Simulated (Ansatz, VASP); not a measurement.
## TePbS4 in VASP and in Ansatz

```
Te Pb S
1.0
     3.66659    0.00000    0.00000
    -1.83329    3.17536    0.00000
     0.00000    0.00000   13.86906
Te Pb S
1 1 4
Direct
  0.00000 0.00000 0.50000
  0.00000 0.00000 0.00000
  0.66667 0.33333 0.87191
  0.66667 0.33333 0.37710
  0.33333 0.66667 0.62290
  0.33333 0.66667 0.12809
```

Change from the starting cell: species swapped into the TaTiTe4 type (P-3m1, No. 164).

Alike in both runs: task relaxation of cell and atoms; functional PBE; k mesh 4 × 4 × 1; occupations gaussian, width 0.15 eV; no spin polarisation.

|  | VASP | Ansatz |
| --- | --- | --- |
| version | VASP 6.6.1 | Ansatz 0.2.0 |
| potentials or method | VASP PAW PBE potentials, release 64 (Te, Pb_d, S), cutoff 500 eV | scalar-relativistic, plane waves, PAW |
| valence electrons in the cell | 44 | 54 |

|  | VASP | Ansatz | Ansatz less VASP |
| --- | --- | --- | --- |
| gap on the k mesh at the Fermi level, each at its own relaxed structure (eV) | 0.51 | 0.45 | -0.066 |
| relaxed volume (Å³/atom) | 27.23 | 28.48 | +1.250 |
| relaxed cell length with the largest relative difference (Å) | 12.735 | 13.374 | +0.6391 |

One of these differences is far larger than is usual between the two programs; its cause wasn't traced. VASP's potentials hold 44 valence electrons a cell and Ansatz's 54, so a difference there can come from the potentials and not from the codes.

The k mesh is coarse, so the values compare programs but aren't converged. Neither program's run includes spin-orbit coupling.
